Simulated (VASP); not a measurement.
# Zr12H (a cell with a defect) in VASP: a series of runs

Runs on Zr12H (a cell with a defect). Level: PBE. Tasks: single point.

Everything below comes from runs of VASP 6.6.1. Logs are shortened: lines on timing, memory, paths and dates and some standing lists are left out, and cuts for length are marked.

## 1. The cell of the first run

The cell holds a defect, 13 atoms: a = 6.460 Å, b = 9.690 Å, c = 5.145 Å, α = 90.00°, β = 90.00°, γ = 120.00°.

## 2. Single point, PBE

File INCAR:

```
PREC = Accurate
ENCUT = 520
EDIFF = 1E-6
ISMEAR = -1
SIGMA = 0.05
LREAL = F
LASPH = T
NELM = 80
ALGO = Normal
ISIF = 2
LWAVE = F
LCHARG = F
GGA = PE
NBANDS = 84
```

File KPOINTS:

```
regular mesh
0
Gamma
  3 2 3
```

File POSCAR:

```
Zr12H
1.0
    6.4600000000      0.0000000000      0.0000000000
   -4.8450000000      8.3917860000      0.0000000000
    0.0000000000      0.0000000000      5.1453900000
Zr H
12 1
Direct
   -0.0063173137     -0.0068876876      0.0163390919
    0.1672903016      0.2230130749      0.4964784011
   -0.0021636085      0.3364801009      0.0083132668
    0.1664600853      0.5563021984      0.4909814416
    0.0022057997      0.6681162985     -0.0112199464
    0.1678740725      0.8887802906      0.5019294942
    0.4989070371     -0.0000971188      0.0054223295
    0.6682373505      0.2243255488      0.5002781130
    0.5064885959      0.3366545572      0.0050740566
    0.6703289340      0.5587035942      0.4843735849
    0.4974240322      0.6651480388     -0.0076340180
    0.6629454374      0.8866073325      0.5038578222
    0.1643910613      0.2201335925      0.8865448489
```

Potentials or basis: VASP PAW PBE potentials, release 64 (Zr_sv, H).

Command:

```
> cat potpaw_PBE.64/Zr_sv/POTCAR potpaw_PBE.64/H/POTCAR > POTCAR
> mpirun -np 1 vasp_std > vasp.out
```

OUTCAR:

```text
PREC = Accurate
   ENCUT = 520
   EDIFF = 1E-6
   ISMEAR = -1
   LREAL = F
   LASPH = T
   NELM = 80
   ISIF = 2
   GGA = PE

 ion  position               nearest neighbor table
   1  0.994  0.993  0.016-  13 2.02   6 3.11  12 3.12   2 3.13   5 3.18  11 3.19  12 3.22   6 3.23
                             7 3.23   7 3.23   2 3.30   3 3.31   9 3.32
   2  0.167  0.223  0.496-  13 2.01   1 3.13   3 3.15   9 3.16   8 3.23   8 3.23   4 3.23   9 3.23
                             6 3.24   3 3.25  10 3.25  12 3.26   1 3.30
   3  0.998  0.336  0.008-  13 2.01   4 3.09   8 3.13   2 3.15   9 3.17   8 3.20   5 3.20  11 3.21
                             4 3.24   7 3.24   2 3.25   9 3.29   1 3.31
   4  0.166  0.556  0.491-   3 3.09   5 3.16  11 3.16  11 3.18   5 3.18  12 3.20  10 3.22   6 3.22
                             8 3.22   2 3.23   3 3.24  10 3.24
   5  0.002  0.668  0.989-   6 3.12  10 3.15   4 3.16   1 3.18   4 3.18  10 3.19   3 3.20   9 3.21
                             7 3.21  11 3.21   6 3.22  11 3.25
   6  0.168  0.889  0.502-   1 3.11   5 3.12   7 3.16   7 3.18  10 3.21  12 3.21   4 3.22   5 3.22
                             1 3.23   2 3.24   8 3.24  12 3.25
   7  0.499  1.000  0.005-   6 3.16   8 3.17  12 3.17   6 3.18  12 3.19   8 3.21   5 3.21   1 3.23
                             1 3.23   9 3.24  11 3.24   3 3.24
   8  0.668  0.224  0.500-   3 3.13   9 3.15   7 3.17   9 3.19   3 3.20   7 3.21   4 3.22   2 3.23
                             2 3.23  10 3.23   6 3.24  12 3.26
   9  0.506  0.337  0.005-  13 2.01  10 3.09   8 3.15   2 3.16   3 3.17   8 3.19   5 3.21  11 3.21
                             2 3.23   7 3.24  10 3.26   3 3.29   1 3.32
  10  0.670  0.559  0.484-   9 3.09  11 3.14   5 3.15   5 3.19  12 3.20   6 3.21  11 3.21   4 3.22
                             8 3.23   4 3.24   2 3.25   9 3.26
  11  0.497  0.665  0.992-  12 3.13  10 3.14   4 3.16   4 3.18   1 3.19   3 3.21  10 3.21   9 3.21
                             5 3.21  12 3.22   7 3.24   5 3.25
  12  0.663  0.887  0.504-   1 3.12  11 3.13   7 3.17   7 3.19  10 3.20   4 3.20   6 3.21   1 3.22
                            11 3.22   6 3.25   8 3.26   2 3.26
  13  0.164  0.220  0.887-   2 2.01   3 2.01   9 2.01   1 2.02

  LATTYP: Found a simple monoclinic cell.
 ALAT       =     6.4600000000
 B/A-ratio  =     0.7965000000
 C/A-ratio  =     1.3228756308
 COS(beta)  =    -0.1889822400

  Lattice vectors:

 A1 = (   6.4600000000,   0.0000000000,   0.0000000000)
 A2 = (   0.0000000000,   0.0000000000,   5.1453900000)
 A3 = (  -1.6150000000,  -8.3917860000,   0.0000000000)

Analysis of symmetry for initial positions (statically):
=====================================================================
 Subroutine PRICEL returns:
 Original cell was already a primitive cell.

 Routine SETGRP: Setting up the symmetry group for a
 simple monoclinic supercell.

 Subroutine GETGRP returns: Found  1 space group operations
 (whereof  1 operations were pure point group operations)
 out of a pool of  4 trial point group operations.

The static configuration has the point symmetry C_1 .

Analysis of symmetry for dynamics (positions and initial velocities):
=====================================================================
 Subroutine PRICEL returns:
 Original cell was already a primitive cell.

 Routine SETGRP: Setting up the symmetry group for a
 simple monoclinic supercell.

 Subroutine GETGRP returns: Found  1 space group operations
 (whereof  1 operations were pure point group operations)
 out of a pool of  4 trial point group operations.

The dynamic configuration has the point symmetry C_1 .

 Subroutine INISYM returns: Found  1 space group operations
 (whereof  1 operations are pure point group operations),
 and found     1 'primitive' translations

----------------------------------------------------------------------------------------

                                     Primitive cell

  volume of cell :     278.9364

  direct lattice vectors                    reciprocal lattice vectors
     6.460000000  0.000000000  0.000000000     0.154798762  0.089373108  0.000000000
    -4.845000000  8.391786000  0.000000000     0.000000000  0.119164145  0.000000000
     0.000000000  0.000000000  5.145390000     0.000000000  0.000000000  0.194348728

  length of vectors
     6.460000000  9.689999859  5.145390000     0.178746214  0.119164145  0.194348728

  position of ions in fractional coordinates (direct lattice)
     0.993682686  0.993112312  0.016339092
     0.167290302  0.223013075  0.496478401
[... 66 lines left out ...]
 -----------------------------------------------------------------------------

 Subroutine IBZKPT returns following result:
 ===========================================

 Found     10 irreducible k-points:

 Following reciprocal coordinates:
            Coordinates               Weight
  0.000000  0.000000  0.000000      1.000000
  0.333333  0.000000  0.000000      2.000000
  0.000000  0.500000  0.000000      1.000000
  0.333333  0.500000  0.000000      2.000000
  0.000000  0.000000  0.333333      2.000000
  0.333333  0.000000  0.333333      2.000000
 -0.333333  0.000000  0.333333      2.000000
  0.000000  0.500000  0.333333      2.000000
  0.333333  0.500000  0.333333      2.000000
 -0.333333  0.500000  0.333333      2.000000
   k-points           NKPTS =     10   k-points in BZ     NKDIM =     10   number of bands    NBANDS=     84
   number of dos      NEDOS =    301   number of ions     NIONS =     13
   total plane-waves  NPLWV = 138240
   dimension x,y,z NGX =    48 NGY =   72 NGZ =   40
   dimension x,y,z NGXF=    96 NGYF=  144 NGZF=   80
   ions per type =              12   1
   NGX,Y,Z   is equivalent  to a cutoff of  12.35, 12.35, 12.92 a.u.
   NGXF,Y,Z  is equivalent  to a cutoff of  24.71, 24.71, 25.85 a.u.
 SYSTEM =  unknown system
   PREC   = accura    normal or accurate (medium, high low for compatibility)
   ISTART =      0    job   : 0-new  1-cont  2-samecut
   ICHARG =      2    charge: 1-file 2-atom 10-const
   ISPIN  =      1    spin polarized calculation?
   LNONCOLLINEAR =      F non collinear calculations
   LSORBIT =      F    spin-orbit coupling
   LASPH  =      T    aspherical Exc in radial PAW
   ENCUT  =  520.0 eV  38.22 Ry    6.18 a.u.  12.01 18.02  9.57*2*pi/ulx,y,z
   NELM   =     80;   NELMIN=  2; NELMDL= -5     # of ELM steps
   EDIFF  = 0.1E-05   stopping-criterion for ELM
   LREAL  =      F    real-space projection
   EDIFFG = 0.1E-04   stopping-criterion for IOM
   NSW    =      0    number of steps for IOM
   IBRION =     -1    ionic relax: 0-MD 1-quasi-New 2-CG
   NFREE  =      0    steps in history (QN), initial steepest desc. (CG)
   ISIF   =      2    stress and relaxation
   ISYM   =      2    0-nonsym 1-usesym 2-fastsym
   POTIM  = 0.5000    time-step for ionic-motion
   TEBEG  =    0.0;   TEEND  =   0.0 temperature during run
   PSTRESS=    0.0 pullay stress
   NELECT =     145.0000    total number of electrons
   NUPDOWN=      -1.0000    fix difference up-down
   EMIN   =  10.00;   EMAX   =-10.00  energy-range for DOS
   EFERMI =   0.00;   METHOD = LEGACY
   ISMEAR =    -1;   SIGMA  =   0.05  broadening in eV -4-tet -1-fermi 0-gaus
   EFERMI_NEDOS =   21; number of points for ismear=-14 and -15
   IALGO  =     38    algorithm
   IMIX   =      4    mixing-type and parameters
     AMIX     =   0.40;   BMIX     =  1.00
     AMIX_MAG =   1.60;   BMIX_MAG =  1.00
  volume/ion in A,a.u.               =      21.46       144.80
  Fermi-wavevector in a.u.,A,eV,Ry     =   1.316323  2.487490 23.574895  1.732706
  Thomas-Fermi vector in A             =   2.446443
   LORBIT       =      0    0 simple, 1 ext, 2 COOP (PROOUT), +10 PAW based schemes
   GGA     = PE    functional components
   LHFCALC =     F    Hartree Fock is set to
   AEXX    =    0.0000 exact exchange contribution
   IVDW    =     0    specifies the selected vdW correction
   LEPSILON=     F    determine dielectric tensor
   LRPA    =     F    only Hartree local field effects (RPA)
 non-spin polarized calculation
  energy-cutoff  :      520.00
  volume of cell :      278.94
 maximum number of plane-waves:      7545
   NGX = 25   NGY = 37   NGZ = 19

 number of electron     145.0000001 magnetization

 Free energy of the ion-electron system (eV)
  ---------------------------------------------------
  ext. energy  EPLUGINS =         0.00000000
  ---------------------------------------------------
  free energy    TOTEN  =      -105.83228794 eV

  energy without entropy =     -105.65446622  energy(sigma->0) =     -105.74337708

 E-fermi :   9.0313     XC(G=0): -11.1274

 val. band max:        9.0293302109   @ k =   0.0000   0.5000   0.3333
 cond. band min:       9.0339384767   @ k =   0.3333   0.0000   0.3333
 fundamental gap:      0.0046082658
 Fermi energy:         9.0313205956

 k-point     1 :       0.0000    0.0000    0.0000
  band No.  band energies     occupation
      1     -39.7710      2.00000
      2     -39.6833      2.00000
      3     -39.6668      2.00000
      4     -39.6519      2.00000
      5     -39.6290      2.00000
      6     -39.6179      2.00000
[... 859 lines left out ...]
     83       9.7369      0.00000
     84      10.0439      0.00000

------------------------ aborting loop because EDIFF is reached ----------------------------------------

  FORCE on cell =-STRESS in cart. coord.  units (eV):
  Direction    XX          YY          ZZ          XY          YZ          ZX
  --------------------------------------------------------------------------------------
  -------------------------------------------------------------------------------------
  Total        3.7797163      3.6608382      4.1245036      0.0929864     -0.0457851      0.0486254
  in kB       21.7102372     21.0274158     23.6906539      0.5341026     -0.2629841      0.2792987
  external PRESSURE =      22.1427690 kB  Pullay stress =       0.0000000 kB

 VOLUME and BASIS-vectors are now :
 -----------------------------------------------------------------------------
  energy-cutoff  :      520.00
  volume of cell :      278.94
      direct lattice vectors                 reciprocal lattice vectors
     6.460000000  0.000000000  0.000000000     0.154798762  0.089373108  0.000000000
    -4.845000000  8.391786000  0.000000000     0.000000000  0.119164145  0.000000000
     0.000000000  0.000000000  5.145390000     0.000000000  0.000000000  0.194348728

 POSITION                                       TOTAL-FORCE (eV/Angst)
 -----------------------------------------------------------------------------------
      1.60756      8.33399      0.08407         0.000213     -0.007978      0.019191
      0.00020      1.87148      2.55458        -0.004546     -0.004414     -0.022788
      4.81578      2.82367      0.04277        -0.007249     -0.009337      0.019259
     -1.61995      4.66837      2.52629        -0.008350      0.006003      0.001594
     -3.22277      5.60669      5.08766        -0.007585      0.004989     -0.016738
     -3.22167      7.45845      2.58262        -0.006962     -0.009480      0.008096
     -1.62159      8.39097      0.02790         0.005600      0.013650     -0.009987
      3.22996      1.88249      2.57413         0.009524     -0.015061      0.000984
      1.64082      2.82513      0.02611        -0.004316     -0.001599      0.003356
      1.62341      4.68852      2.49229         0.006706      0.012788      0.005460
     -0.00928      5.58178      5.10611         0.009685      0.003745     -0.016145
     -0.01299      7.44022      2.59254         0.001712      0.004777      0.009309
     -0.00458      1.84731      4.56162         0.005567      0.001916     -0.001590
 -----------------------------------------------------------------------------------
    total drift:                               -0.000006      0.000002     -0.000063

  FREE ENERGIE OF THE ION-ELECTRON SYSTEM (eV)
  ---------------------------------------------------
  free  energy   TOTEN  =      -105.8322879377 eV

  energy  without entropy=     -105.6544662240  energy(sigma->0) =     -105.74337708
```

Run time: 9 min. Hardware: 1 thread of AMD EPYC 7R43 (Zen 3), shared host; peak memory 0.37 GiB.

What came out:

| Property | Result |
| --- | --- |
| Free energy | -105.8323 eV |
| Pressure | 2.2 GPa |
| Largest force | 0.024 eV/Å |

Forces on the atoms (eV/Å):
```
Zr   0.000 -0.008  0.019
Zr  -0.005 -0.004 -0.023
Zr  -0.007 -0.009  0.019
Zr  -0.008  0.006  0.002
Zr  -0.008  0.005 -0.017
Zr  -0.007 -0.009  0.008
Zr   0.006  0.014 -0.010
Zr   0.010 -0.015  0.001
Zr  -0.004 -0.002  0.003
Zr   0.007  0.013  0.005
Zr   0.010  0.004 -0.016
Zr   0.002  0.005  0.009
H    0.006  0.002 -0.002
```

Levels at points of the mesh, in eV from the Fermi level:
```tsv
k point	band 69	band 70	band 71	band 72	band 73	band 74	band 75	band 76
(0.00, 0.00, 0.00)	-0.47	-0.25	0.13	0.22	0.51	0.56	0.75	0.79
(0.00, 0.50, 0.00)	-0.21	-0.16	-0.05	0.04	0.17	0.24	0.51	0.52
```

Caveat: the k points lie up to 0.41 Å⁻¹ apart.

## 3. Single point, PBE

File INCAR:

```
SYSTEM = Zr12H
PREC     = Accurate       ! precision mode
ENCUT    = 520            ! plane-wave cutoff, eV
EDIFF    = 1E-7           ! SCF threshold, eV
ISMEAR   = -1             ! smearing method
SIGMA    = 0.05           ! smearing width, eV
LREAL    = .False.        ! projectors in reciprocal space
LASPH    = .True.         ! aspherical terms in the spheres
NELM     = 60             ! most SCF steps
ALGO     = Normal         ! electronic algorithm
ISIF     = 2              ! what is computed and relaxed
LWAVE    = .False.        ! write WAVECAR
LCHARG   = .False.        ! write CHGCAR
GGA      = PE             ! functional
NBANDS   = 84             ! bands
```

File KPOINTS:

```
regular mesh
0
Gamma
  3 2 3
  0 0 0
```

POSCAR is that of step 2.

Potentials or basis: VASP PAW PBE potentials, release 64 (Zr_sv, H).

Command:

```
> cat potpaw_PBE.64/Zr_sv/POTCAR potpaw_PBE.64/H/POTCAR > POTCAR
> mpirun -np 1 vasp_std > vasp.out
```

Run time: 7.3 min. Hardware: 1 thread of Oxide Virtual Turin-like, shared host; peak memory 0.39 GiB.

Results (log left out):

- Free energy: -105.8323 eV
- Pressure: 2.2 GPa
- Largest force: 0.024 eV/Å

Forces in eV/Å, atoms in the order of the input:
```
Zr   0.000 -0.008  0.019
Zr  -0.005 -0.004 -0.023
Zr  -0.007 -0.009  0.019
Zr  -0.008  0.006  0.002
Zr  -0.007  0.005 -0.017
Zr  -0.007 -0.010  0.008
Zr   0.006  0.014 -0.010
Zr   0.010 -0.015  0.001
Zr  -0.004 -0.001  0.003
Zr   0.007  0.013  0.005
Zr   0.010  0.004 -0.016
Zr   0.002  0.005  0.009
H    0.006  0.002 -0.002
```

Stress tensor (GPa, compression positive):
```
 2.17  0.05  0.03
 0.05  2.10 -0.03
 0.03 -0.03  2.37
```

Levels at points of the mesh, in eV from the Fermi level:
| k point | band 70 | band 71 | band 72 | band 73 | band 74 | band 75 |
| --- | --- | --- | --- | --- | --- | --- |
| (0.00, 0.00, 0.00) | -0.25 | 0.13 | 0.22 | 0.51 | 0.56 | 0.75 |
| (0.00, 0.50, 0.00) | -0.16 | -0.05 | 0.04 | 0.17 | 0.24 | 0.51 |

Caveat: the k points lie up to 0.41 Å⁻¹ apart.

(Continued in part 2 of 2.)
